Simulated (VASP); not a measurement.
# KBr (Fm-3m) in VASP: further runs

Runs on KBr. Level: PBEsol. Tasks: single point.

Everything below comes from runs of VASP 6.6.1. Logs are shortened: lines on timing, memory, paths and dates and some standing lists are left out, and cuts for length are marked.

## (1) The cell of the first run

Symmetry: Fm-3m, No. 225, cubic system. The conventional cell has a = 6.549 Å, b = 6.549 Å, c = 6.549 Å, α = 90.00°, β = 90.00°, γ = 90.00°. Within 4.3 Å of K (site symmetry m-3m) lie 6 Br at 3.27 Å. Within 4.3 Å of Br (site symmetry m-3m) lie 6 K at 3.27 Å.

## (2) Single point, PBEsol

Contents of INCAR:

```
ALGO = Normal ; EDIFF = 1E-7
ENCUT = 520 ; GGA = PS
ISIF = 2 ; ISMEAR = 0
LASPH = True ; LCHARG = True
LELF = True ; LREAL = False
LVHAR = True ; LWAVE = False
NBANDS = 15 ; NELM = 100
PREC = Accurate ; SIGMA = 0.01
```

Contents of KPOINTS:

```
k-points
0
Gamma
  6 6 6
```

Contents of POSCAR:

```
KBr
1.0
    0.0000000000      3.2745285651      3.2745285651
    3.2745285651      0.0000000000      3.2745285651
    3.2745285651      3.2745285651      0.0000000000
K Br
1 1
Direct
    0.0000000000      0.0000000000      0.0000000000
    0.5000000000      0.5000000000      0.5000000000
```

Potentials or basis: VASP PAW PBE potentials, release 64 (K_sv, Br).

On the command line:

```
$ cat potpaw_PBE.64/K_sv/POTCAR potpaw_PBE.64/Br/POTCAR > POTCAR
$ mpirun -np 1 vasp_std > vasp.out
```

OUTCAR:

```text
EDIFF = 1E-7
   ENCUT = 520
   GGA = PS
   ISIF = 2
   ISMEAR = 0
   LASPH = True
   LREAL = False
   NELM = 100
   PREC = Accurate

 ion  position               nearest neighbor table
   1  0.000  0.000  0.000-   2 3.27   2 3.27   2 3.27   2 3.27   2 3.27   2 3.27
   2  0.500  0.500  0.500-   1 3.27   1 3.27   1 3.27   1 3.27   1 3.27   1 3.27

  LATTYP: Found a face centered cubic cell.
 ALAT       =     6.5490571302

  Lattice vectors:

 A1 = (   0.0000000000,   3.2745285651,   3.2745285651)
 A2 = (   3.2745285651,   0.0000000000,   3.2745285651)
 A3 = (   3.2745285651,   3.2745285651,   0.0000000000)

Analysis of symmetry for initial positions (statically):
=====================================================================
 Subroutine PRICEL returns:
 Original cell was already a primitive cell.

 Routine SETGRP: Setting up the symmetry group for a
 face centered cubic supercell.

 Subroutine GETGRP returns: Found 48 space group operations
 (whereof 48 operations were pure point group operations)
 out of a pool of 48 trial point group operations.

The static configuration has the point symmetry O_h .

Analysis of symmetry for dynamics (positions and initial velocities):
=====================================================================
 Subroutine PRICEL returns:
 Original cell was already a primitive cell.

 Routine SETGRP: Setting up the symmetry group for a
 face centered cubic supercell.

 Subroutine GETGRP returns: Found 48 space group operations
 (whereof 48 operations were pure point group operations)
 out of a pool of 48 trial point group operations.

The dynamic configuration has the point symmetry O_h .

 Subroutine INISYM returns: Found 48 space group operations
 (whereof 48 operations are pure point group operations),
 and found     1 'primitive' translations

----------------------------------------------------------------------------------------

                                     Primitive cell

  volume of cell :      70.2225

  direct lattice vectors                    reciprocal lattice vectors
     0.000000000  3.274528565  3.274528565    -0.152693736  0.152693736  0.152693736
     3.274528565  0.000000000  3.274528565     0.152693736 -0.152693736  0.152693736
     3.274528565  3.274528565  0.000000000     0.152693736  0.152693736 -0.152693736

  length of vectors
     4.630882707  4.630882707  4.630882707     0.264473309  0.264473309  0.264473309

  position of ions in fractional coordinates (direct lattice)
     0.000000000  0.000000000  0.000000000
     0.500000000  0.500000000  0.500000000

  ion indices of the primitive-cell ions
[... 79 lines left out ...]
   EMIN   =  10.00;   EMAX   =-10.00  energy-range for DOS
   EFERMI =   0.00;   METHOD = LEGACY
   ISMEAR =     0;   SIGMA  =   0.01  broadening in eV -4-tet -1-fermi 0-gaus
   EFERMI_NEDOS =   21; number of points for ismear=-14 and -15
   IALGO  =     38    algorithm
   IMIX   =      4    mixing-type and parameters
     AMIX     =   0.40;   BMIX     =  1.00
     AMIX_MAG =   1.60;   BMIX_MAG =  1.00
  volume/ion in A,a.u.               =      35.11       236.94
  Fermi-wavevector in a.u.,A,eV,Ry     =   0.999899  1.889535 13.603072  0.999798
  Thomas-Fermi vector in A             =   2.132220
   LORBIT       =      0    0 simple, 1 ext, 2 COOP (PROOUT), +10 PAW based schemes
   GGA     = PS    functional components
   LHFCALC =     F    Hartree Fock is set to
   AEXX    =    0.0000 exact exchange contribution
   IVDW    =     0    specifies the selected vdW correction
   LEPSILON=     F    determine dielectric tensor
   LRPA    =     F    only Hartree local field effects (RPA)
 non-spin polarized calculation
 Gauss-broadening in eV      SIGMA  =   0.01
  energy-cutoff  :      520.00
  volume of cell :       70.22
 maximum number of plane-waves:      1917
 NGX is ok and might be reduce to    36
   NGX = 17   NGY = 17   NGZ = 17

 number of electron      16.0000000 magnetization

 Free energy of the ion-electron system (eV)
  ---------------------------------------------------
  ext. energy  EPLUGINS =         0.00000000
  ---------------------------------------------------
  free energy    TOTEN  =        -6.45985363 eV

  energy without entropy =       -6.45985363  energy(sigma->0) =       -6.45985363

 E-fermi :  -1.6086     XC(G=0):  -7.6435

 val. band max:       -1.7340609582   @ k =   0.0000   0.0000   0.0000
 cond. band min:       2.6018973080   @ k =   0.0000   0.0000   0.0000
 fundamental gap:      4.3359582662
 Fermi energy:        -1.6086436279

 k-point     1 :       0.0000    0.0000    0.0000
  band No.  band energies     occupation
      1     -29.2975      2.00000
      2     -14.0700      2.00000
      3     -12.8424      2.00000
      4     -12.8424      2.00000
      5     -12.8424      2.00000
      6      -1.7341      2.00000
      7      -1.7341      2.00000
      8      -1.7341      2.00000
      9       2.6019      0.00000
     10       5.7949      0.00000
     11       5.7949      0.00000
     12       5.7949      0.00000
     13       6.6492      0.00000
     14       6.6492      0.00000
[... 257 lines left out ...]
      2     -14.0358      2.00000
      3     -12.9308      2.00000
      4     -12.8993      2.00000
      5     -12.7814      2.00000
      6      -2.4817      2.00000
      7      -2.2426      2.00000
      8      -2.2083      2.00000
      9       4.7406      0.00000
     10       6.1812      0.00000
     11       6.5012      0.00000
     12       7.5244      0.00000
     13       8.2872      0.00000
     14       9.1374      0.00000
     15       9.6414      0.00000

------------------------ aborting loop because EDIFF is reached ----------------------------------------

  FORCE on cell =-STRESS in cart. coord.  units (eV):
  Direction    XX          YY          ZZ          XY          YZ          ZX
  --------------------------------------------------------------------------------------
  -------------------------------------------------------------------------------------
  Total        0.0282870      0.0282870      0.0282870      0.0000000      0.0000000     -0.0000000
  in kB        0.6453876      0.6453876      0.6453876      0.0000000      0.0000000     -0.0000000
  external PRESSURE =       0.6453876 kB  Pullay stress =       0.0000000 kB

 VOLUME and BASIS-vectors are now :
 -----------------------------------------------------------------------------
  energy-cutoff  :      520.00
  volume of cell :       70.22
      direct lattice vectors                 reciprocal lattice vectors
     0.000000000  3.274528565  3.274528565    -0.152693736  0.152693736  0.152693736
     3.274528565  0.000000000  3.274528565     0.152693736 -0.152693736  0.152693736
     3.274528565  3.274528565  0.000000000     0.152693736  0.152693736 -0.152693736

 POSITION                                       TOTAL-FORCE (eV/Angst)
 -----------------------------------------------------------------------------------
      0.00000      0.00000      0.00000         0.000000     -0.000000     -0.000000
      3.27453      3.27453      3.27453        -0.000000      0.000000      0.000000
 -----------------------------------------------------------------------------------
    total drift:                                0.000000      0.000000      0.000000

  FREE ENERGIE OF THE ION-ELECTRON SYSTEM (eV)
  ---------------------------------------------------
  free  energy   TOTEN  =        -6.4598536323 eV

  energy  without entropy=       -6.4598536323  energy(sigma->0) =       -6.45985363
```

stdout:

```text
POSCAR found type information on POSCAR K Br
 POSCAR found :  2 types and       2 ions
 scaLAPACK will be used
 -----------------------------------------------------------------------------
|                                                                             |
|                                                                             |
|     You enforced a specific xc type in the INCAR file but a different       |
|     I HOPE YOU KNOW WHAT YOU ARE DOING!                                     |
|                                                                             |
 -----------------------------------------------------------------------------

 LDA part: xc-table for (Slater+PW92), standard interpolation
 POSCAR, INCAR and KPOINTS ok, starting setup
 FFT: planning ... GRIDC
 FFT: planning ... GRID_SOFT
 FFT: planning ... GRID
 WAVECAR not read
 entering main loop
```

Wall time 35 s (1 thread of Intel Xeon 8259CL, shared host); peak memory 0.21 GiB.

What came out:

```
Free energy            : -6.4599 eV
Pressure               : 0.1 GPa
Band gap on the k mesh : 4.34 eV
```

Levels at points of the mesh, in eV from the valence-band top:
| k point | band 4 | band 5 | band 6 | band 7 | band 8 | band 9 | band 10 | band 11 | band 12 | band 13 |
| --- | --- | --- | --- | --- | --- | --- | --- | --- | --- | --- |
| (0.00, 0.00, 0.00) | -11.11 | -11.11 | 0.00 | 0.00 | 0.00 | 4.34 | 7.53 | 7.53 | 7.53 | 8.38 |
| (0.50, 0.00, 0.00) | -11.11 | -10.86 | -1.26 | -0.36 | -0.36 | 6.48 | 8.21 | 9.78 | 9.78 | 10.05 |
| (0.50, 0.50, 0.00) | -11.15 | -11.15 | -0.86 | -0.30 | -0.30 | 5.71 | 7.17 | 9.37 | 9.47 | 9.71 |

Caveat: the PAW data sets were made with another functional, which shifts forces and pressure a little. As with any semilocal functional, this PBEsol gap is likely too small.

## (3) Single point, PBEsol, non-collinear spin, zero start, spin-orbit coupling

This run uses another cell than the first one, of 34.59 Å³/atom.

Contents of INCAR:

```
SYSTEM = KBr
PREC = Accurate
ENCUT = 520
EDIFF = 1E-6
ISMEAR = 0
SIGMA = 0.01
LREAL = .False.
LASPH = .True.
NELM = 150
ALGO = Normal
ISIF = 2
LWAVE = .False.
LCHARG = .False.
MAGMOM = 0 0 0 0 0 0
LORBIT = 11
LSORBIT = .True.
GGA_COMPAT = .False.
LORBMOM = .True.
GGA = PS
NBANDS = 28
```

Contents of KPOINTS:

```
regular mesh
0
Gamma
  6 6 6
  0 0 0
```

Contents of POSCAR:

```
KBr
1.0
    0.0000000000      3.2581559222      3.2581559222
    3.2581559222      0.0000000000      3.2581559222
    3.2581559222      3.2581559222      0.0000000000
K Br
1 1
Direct
    0.0000000000      0.0000000000      0.0000000000
    0.5000000000      0.5000000000      0.5000000000
```

Potentials or basis: VASP PAW PBE potentials, release 64 (K_sv, Br).

On the command line:

```
$ cat potpaw_PBE.64/K_sv/POTCAR potpaw_PBE.64/Br/POTCAR > POTCAR
$ mpirun -np 1 vasp_ncl > vasp.out
```

OUTCAR:

```text
SYSTEM = KBr
   PREC = Accurate
   ENCUT = 520
   EDIFF = 1E-6
   ISMEAR = 0
   LREAL = .False.
   LASPH = .True.
   NELM = 150
   ISIF = 2
   LORBIT = 11
   LSORBIT = .True.
   GGA = PS

 ion  position               nearest neighbor table
   1  0.000  0.000  0.000-   2 3.26   2 3.26   2 3.26   2 3.26   2 3.26   2 3.26
   2  0.500  0.500  0.500-   1 3.26   1 3.26   1 3.26   1 3.26   1 3.26   1 3.26

  LATTYP: Found a face centered cubic cell.
 ALAT       =     6.5163118444

  Lattice vectors:

 A1 = (   0.0000000000,   3.2581559222,   3.2581559222)
 A2 = (   3.2581559222,   0.0000000000,   3.2581559222)
 A3 = (   3.2581559222,   3.2581559222,   0.0000000000)

Analysis of symmetry for initial positions (statically):
=====================================================================
 Subroutine PRICEL returns:
 Original cell was already a primitive cell.

 Routine SETGRP: Setting up the symmetry group for a
 face centered cubic supercell.

 Subroutine GETGRP returns: Found 48 space group operations
 (whereof 48 operations were pure point group operations)
 out of a pool of 48 trial point group operations.

The static configuration has the point symmetry O_h .

Analysis of symmetry for dynamics (positions and initial velocities):
=====================================================================
 Subroutine PRICEL returns:
 Original cell was already a primitive cell.

 Routine SETGRP: Setting up the symmetry group for a
 face centered cubic supercell.

 Subroutine GETGRP returns: Found 48 space group operations
 (whereof 48 operations were pure point group operations)
 out of a pool of 48 trial point group operations.

The dynamic configuration has the point symmetry O_h .

Analysis of structural, dynamic, and magnetic symmetry:
=====================================================================
 Subroutine PRICEL returns:
 Original cell was already a primitive cell.

[... 694 lines left out ...]
            0.000   0.000   0.000

 orbital moment (y)

 # of ion     p       d       tot
 ----------------------------------------
  1         0.000   0.000   0.000
  2         0.000  -0.000  -0.000
 ----------------------------------------
            0.000  -0.000  -0.000

 orbital moment (z)

 # of ion     p       d       tot
 ----------------------------------------
  1         0.000   0.000   0.000
  2         0.000   0.000   0.000
 ----------------------------------------
            0.000   0.000   0.000

 Spin-Orbit-Coupling matrix elements

 Ion:    1  E_soc:     -0.0081599
 l=   1
     0.0000000    -0.0013588    -0.0013588
    -0.0013588     0.0000000    -0.0013588
    -0.0013588    -0.0013588     0.0000000
 l=   2
     0.0000000     0.0000001     0.0000000     0.0000001    -0.0000014
     0.0000001     0.0000000    -0.0000010     0.0000001    -0.0000003
     0.0000000    -0.0000010     0.0000000    -0.0000010     0.0000000
     0.0000001     0.0000001    -0.0000010     0.0000000    -0.0000003
    -0.0000014    -0.0000003     0.0000000    -0.0000003     0.0000000
 l=   3
     0.0000000     0.0000000     0.0000000     0.0000000     0.0000000     0.0000000     0.0000000
     0.0000000     0.0000000     0.0000000     0.0000000     0.0000000     0.0000000     0.0000000
     0.0000000     0.0000000     0.0000000     0.0000000     0.0000000     0.0000000     0.0000000
     0.0000000     0.0000000     0.0000000     0.0000000     0.0000000     0.0000000     0.0000000
     0.0000000     0.0000000     0.0000000     0.0000000     0.0000000     0.0000000     0.0000000
     0.0000000     0.0000000     0.0000000     0.0000000     0.0000000     0.0000000     0.0000000
     0.0000000     0.0000000     0.0000000     0.0000000     0.0000000     0.0000000     0.0000000

 Ion:    2  E_soc:     -0.0512252
 l=   1
     0.0000000    -0.0085373    -0.0085373
    -0.0085373     0.0000000    -0.0085373
    -0.0085373    -0.0085373     0.0000000
 l=   2
     0.0000000    -0.0000001     0.0000000    -0.0000001    -0.0000002
    -0.0000001     0.0000000    -0.0000001    -0.0000001    -0.0000000
     0.0000000    -0.0000001     0.0000000    -0.0000001     0.0000000
    -0.0000001    -0.0000001    -0.0000001     0.0000000    -0.0000000
    -0.0000002    -0.0000000     0.0000000    -0.0000000     0.0000000
 l=   3
     0.0000000     0.0000000     0.0000000     0.0000000     0.0000000     0.0000000     0.0000000
     0.0000000     0.0000000     0.0000000     0.0000000     0.0000000     0.0000000     0.0000000
     0.0000000     0.0000000     0.0000000     0.0000000     0.0000000     0.0000000     0.0000000
     0.0000000     0.0000000     0.0000000     0.0000000     0.0000000     0.0000000     0.0000000
     0.0000000     0.0000000     0.0000000     0.0000000     0.0000000     0.0000000     0.0000000
     0.0000000     0.0000000     0.0000000     0.0000000     0.0000000     0.0000000     0.0000000
     0.0000000     0.0000000     0.0000000     0.0000000     0.0000000     0.0000000     0.0000000

 total charge

# of ion       s       p       d       tot
------------------------------------------
    1        1.957   5.570   0.028   7.555
    2        1.592   3.288   0.001   4.881
--------------------------------------------------
tot          3.549   8.857   0.029  12.435

 magnetization (x)

# of ion       s       p       d       tot
------------------------------------------
    1       -0.000   0.000   0.000  -0.000
    2        0.000   0.000  -0.000  -0.000
--------------------------------------------------
tot         -0.000   0.000  -0.000  -0.000

 magnetization (y)

# of ion       s       p       d       tot
------------------------------------------
    1       -0.000   0.000   0.000  -0.000
    2        0.000   0.000   0.000   0.000
--------------------------------------------------
tot         -0.000   0.000   0.000   0.000

 magnetization (z)

# of ion       s       p       d       tot
------------------------------------------
    1       -0.000   0.000   0.000  -0.000
    2        0.000   0.000  -0.000  -0.000
--------------------------------------------------
tot         -0.000   0.000   0.000  -0.000
```

OSZICAR:

```text
N       E                     dE             d eps       ncg     rms          rms(c)
DAV:   1     0.111426087036E+03    0.11143E+03   -0.68743E+03   896   0.100E+03
DAV:   2     0.212655741578E+01   -0.10930E+03   -0.10305E+03  1104   0.264E+02
DAV:   3    -0.645141380379E+01   -0.85780E+01   -0.85327E+01  1432   0.623E+01
DAV:   4    -0.664292061951E+01   -0.19151E+00   -0.19105E+00  1288   0.864E+00
DAV:   5    -0.664734718342E+01   -0.44266E-02   -0.44261E-02  1264   0.101E+00    0.348E+00
DAV:   6    -0.649210284754E+01    0.15524E+00   -0.20659E-01  1068   0.242E+00    0.252E+00
DAV:   7    -0.647964650880E+01    0.12456E-01   -0.10606E-01  1132   0.180E+00    0.143E+00
DAV:   8    -0.648509985449E+01   -0.54533E-02   -0.14985E-02  1292   0.696E-01    0.691E-01
DAV:   9    -0.648764362073E+01   -0.25438E-02   -0.24059E-03   968   0.390E-01    0.101E-01
DAV:  10    -0.648798245313E+01   -0.33883E-03   -0.29561E-04  1156   0.109E-01    0.448E-02
DAV:  11    -0.648816135944E+01   -0.17891E-03   -0.17567E-04   940   0.855E-02    0.937E-03
DAV:  12    -0.648816295957E+01   -0.16001E-05   -0.43097E-06  1320   0.126E-02    0.520E-03
DAV:  13    -0.648816420016E+01   -0.12406E-05   -0.12905E-06   828   0.714E-03    0.361E-03
DAV:  14    -0.648816409811E+01    0.10205E-06   -0.57819E-07   864   0.526E-03
   1 F= -.64881641E+01 E0= -.64881641E+01  d E =-.340750E-21  mag=    -0.0000    -0.0000     0.0000
```

stdout:

```text
POSCAR found type information on POSCAR K Br
 POSCAR found :  2 types and       2 ions
 scaLAPACK will be used
 -----------------------------------------------------------------------------
|                                                                             |
|                                                                             |
|     You enforced a specific xc type in the INCAR file but a different       |
|     I HOPE YOU KNOW WHAT YOU ARE DOING!                                     |
|                                                                             |
 -----------------------------------------------------------------------------

 LDA part: xc-table for (Slater+PW92), standard interpolation
 POSCAR, INCAR and KPOINTS ok, starting setup
 FFT: planning ... GRIDC
 FFT: planning ... GRID_SOFT
 FFT: planning ... GRID
 WAVECAR not read
 entering main loop
```

Run time: 2.7 min. Hardware: 1 thread of Intel Xeon 8259CL, shared host; peak memory 0.4 GiB.

Results:

```
Free energy                                           : -6.4882 eV
Pressure                                              : 0.3 GPa
Net moment                                            : 0.00 μB per cell
Valence electrons inside the program's atomic spheres : K 7.55; Br 4.88
```

Moments on the atoms (μB; x, y, z):
```
K   0.00 0.00 0.00
Br  0.00 0.00 0.00
```

Caveat: the PAW data sets were made with another functional, which shifts forces and pressure a little.
